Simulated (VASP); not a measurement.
Wanted: the native input for a VASP 6.6.1 run.

```
Task                   : single point
Functional             : PBEsol
Potentials or basis    : VASP PAW PBE potentials, release 64 (Al, Ru_pv)
Cutoff                 : 520 eV
k mesh                 : 22 × 22 × 22
Occupations            : gaussian, width 0.15 eV
Spin                   : no spin polarisation
Dipole correction      : no
Further INCAR settings : ALGO = Fast; EDIFF = 1e-06; NBANDS = 17
```

The structure of Al2Ru lies in POSCAR:

```
Al2Ru
1.0
   -1.5606788820      1.5606788820      4.1483787927
    1.5606788820     -1.5606788820      4.1483787927
    1.5606788820      1.5606788820     -4.1483787927
Al Ru
2 1
Direct
    0.6590760825      0.6590760825      0.0000000000
    0.3409239175      0.3409239175      0.0000000000
    0.0000000000      0.0000000000      0.0000000000
```

This cell differs from its parent crystal: strain +0.000 along x and y, -0.015 along z.

The input as run:

INCAR

```
ALGO = Fast ; EDIFF = 1E-6
ENCUT = 520 ; GGA = PS
ISIF = 2 ; ISMEAR = 0
LASPH = T ; LCHARG = F
LREAL = F ; LWAVE = F
NBANDS = 17 ; NELM = 80
PREC = Accurate ; SIGMA = 0.15
```

KPOINTS

```
k-points
0
Gamma
  22 22 22
```

Potentials or basis: VASP PAW PBE potentials, release 64 (Al, Ru_pv).

The run is started by

```bash
$ cat potpaw_PBE.64/Al/POTCAR potpaw_PBE.64/Ru_pv/POTCAR > POTCAR
$ mpirun -np 1 vasp_std > vasp.out
```

It gave:

* Pressure: 3.1 GPa
* Largest force: 0.184 eV/Å
* Band gap on the k mesh: zero (bands 10 and 11 overlap by 0.25 eV)

Caveat: the cell differs from its parent crystal (strain +0.000 along x and y, -0.015 along z); the cell stands under pressure; the PAW data sets were made with another functional, which shifts forces and pressure a little.

Wall time 8.5 min on 1 thread of Intel(R) Xeon(R) 6975P-C (Granite Rapids) (shared host), peak memory 0.66 GiB.
